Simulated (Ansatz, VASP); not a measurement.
## AlN in VASP and in Ansatz

```
Al N
1.0
     0.00000    2.17105    2.17105
     2.17105    0.00000    2.17105
     2.17105    2.17105    0.00000
Al N
1 1
Cartesian
  0.0000 0.0000 0.0000
  1.0855 1.0855 1.0855
```

Alike in both runs: task single point; functional LDA; k mesh 10 × 10 × 10; occupations gaussian, width 0.02 eV; no spin polarisation.

|  | VASP | Ansatz |
| --- | --- | --- |
| version | VASP 6.6.1 | Ansatz 0.2.0 |
| potentials or method | VASP PAW LDA potentials, release 64 (Al, N), cutoff 600 eV | scalar-relativistic, plane waves, PAW |
| valence electrons in the cell | 8 | 8 |

Ansatz gave:

| Quantity | Value |
| --- | --- |
| gap on the k mesh at the Fermi level (eV) | 3.25 |
| least direct gap on the mesh (eV) | 4.39 |
| pressure (GPa) | 0.0 |

Which values does VASP return?

gap on the k mesh at the Fermi level (eV): 3.23; least direct gap on the mesh (eV): 4.39; pressure (GPa): 0.6.

Ansatz warns that its potentials were made for another functional, while VASP's fit it. LDA's correlation is that of Perdew and Zunger in VASP and of Perdew and Wang (1992) in Ansatz.
